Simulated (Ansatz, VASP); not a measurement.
**One calculation of Te2Mo, two programs**

Contents of INCAR:

```
  PREC = Accurate
  ENCUT = 520
  EDIFF = 1E-8
  ISMEAR = -1
  SIGMA = 0.05
  LREAL = F
  LASPH = T
  NELM = 100
  ALGO = Normal
  ISIF = 2
  LWAVE = F
  LCHARG = F
  GGA = PE
  LEFG = T
  NBANDS = 20
```

Contents of KPOINTS:

```
Automatic mesh
0
Gamma
  11 11 11
```

Contents of POSCAR:

```
Te2Mo
1.0
    0.0000000000      3.3280778622      3.3280778622
    3.3280778622      0.0000000000      3.3280778622
    3.3280778622      3.3280778622      0.0000000000
Mo Te
1 2
Direct
    0.0000000000      0.0000000000      0.0000000000
    0.2500000000      0.2500000000      0.2500000000
    0.7500000000      0.7500000000      0.7500000000
```

Input for Ansatz:

```yaml
crystal:
  lattice:
    - [0.0, 3.3280778622, 3.3280778622]
    - [3.3280778622, 0.0, 3.3280778622]
    - [3.3280778622, 3.3280778622, 0.0]
  atoms:
    - { symbol: Mo, position: [0.0, 0.0, 0.0] }
    - { symbol: Te, position: [0.25, 0.25, 0.25] }
    - { symbol: Te, position: [0.75, 0.75, 0.75] }
kpoints:
  mp_grid: { grid: [11, 11, 11] }
  band_path:
    path:
      - [0.0, 0.0, 0.0]
      - [0.5, 0.0, 0.5]
      - [0.625, 0.25, 0.625]
      - [0.375, 0.375, 0.75]
      - [0.0, 0.0, 0.0]
      - [0.5, 0.5, 0.5]
      - [0.5, 0.25, 0.75]
      - [0.5, 0.0, 0.5]
    npoints: 8
scf:
  occupations: { method: fermi_dirac, width: 0.05 }
hamiltonian:
  xc: pbe
  pseudopotentials: { kind: all_electron, datasets: crystal }
output:
  forces: true
  stress: true
  eigenvalues: true
  efg: { contact_densities: true }
```

Alike in both runs: task electric field gradients; functional PBE; k mesh 11 × 11 × 11; occupations fermi-dirac, width 0.05 eV; no spin polarisation.

|  | VASP | Ansatz |
| --- | --- | --- |
| version | VASP 6.6.1 | Ansatz 0.2.0 |
| potentials or method | VASP PAW PBE potentials, release 64 (Mo_sv, Te), cutoff 520 eV | all-electron PAW with datasets made for the crystal, scalar-relativistic |

|  | VASP | Ansatz | Ansatz less VASP |
| --- | --- | --- | --- |
| pressure (GPa) | 0.0 | 0.0 | +0.03 |

Ansatz ran all-electron here, and VASP with PAW potentials.

Spin-orbit coupling is off throughout.
